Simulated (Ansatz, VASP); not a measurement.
## Bi: VASP beside Ansatz

```
CELL_PARAMETERS angstrom
-2.00000 2.00000 2.00000
2.00000 -2.00000 2.00000
2.00000 2.00000 -2.00000
ATOMIC_POSITIONS crystal
Bi 0.00000 0.00000 0.00000
```

Alike in both runs: task relaxation of cell and atoms; functional PBEsol; k mesh 15 × 15 × 15; occupations fermi-dirac, width 0.08 eV; no spin polarisation.

```csv
,VASP,Ansatz
version,VASP 6.6.1,Ansatz 0.2.0
potentials or method,"VASP PAW PBE potentials, release 64 (Bi_d)","PAW with Ansatz's default frozen-core files, scalar-relativistic"
plane-wave cutoff (eV),600,420
valence electrons in the cell,15,15
```

```csv
,VASP,Ansatz,Ansatz less VASP
relaxed volume (Å³/atom),30.00,29.99,-0.009
relaxed cell length with the largest relative difference (Å),3.390,3.390,-0.0003
```

VASP's potentials were made for PBE, not for PBEsol.

Neither program's run includes spin-orbit coupling.
